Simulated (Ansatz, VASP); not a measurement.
## Ta in VASP and in Ansatz

```
Ta
1.0
     3.74803    0.00000    0.00000
    -1.87402    3.24589    0.00000
     0.00000    0.00000    6.18426
Ta
4
Cartesian
  0.0000 2.1639 2.7056
  1.8740 1.0820 5.7977
  1.8740 1.0820 3.4786
  0.0000 2.1639 0.3865
```

Alike in both runs: task relaxation of cell and atoms; functional r2SCAN; k mesh 6 × 6 × 4; occupations gaussian, width 0.1 eV; no spin polarisation.

|  | VASP | Ansatz |
| --- | --- | --- |
| version | VASP 6.6.1 | Ansatz 0.2.0 |
| potentials or method | VASP PAW PBE potentials, release 64 (Ta_pv), cutoff 600 eV | scalar-relativistic, plane waves, PAW |
| valence electrons in the cell | 44 | 52 |

Ansatz gave:

```
gap on the k mesh at the Fermi level, each at its own relaxed structure (eV) : none
relaxed volume (Å³/atom)                                                     : 24.84
relaxed length of the cell vector where the two differ most in proportion (Å)              : 5.336
```

**Question.** Which values does VASP return?

**Answer.** gap on the k mesh at the Fermi level, each at its own relaxed structure (eV): none; relaxed volume (Å³/atom): 24.93; relaxed length of the cell vector where the two differ most in proportion (Å): 5.345.

VASP's potentials were made for PBE, not for r2SCAN. A gap of «none» marks a metal or a gap that the smearing closes. VASP's potentials hold 44 valence electrons a cell and Ansatz's 52, so a difference there can come from the potentials and not from the codes.

Spin-orbit coupling is off throughout. Noted on VASP's run: the volume moved by over 15 % at a fixed basis, so the end points are rough.
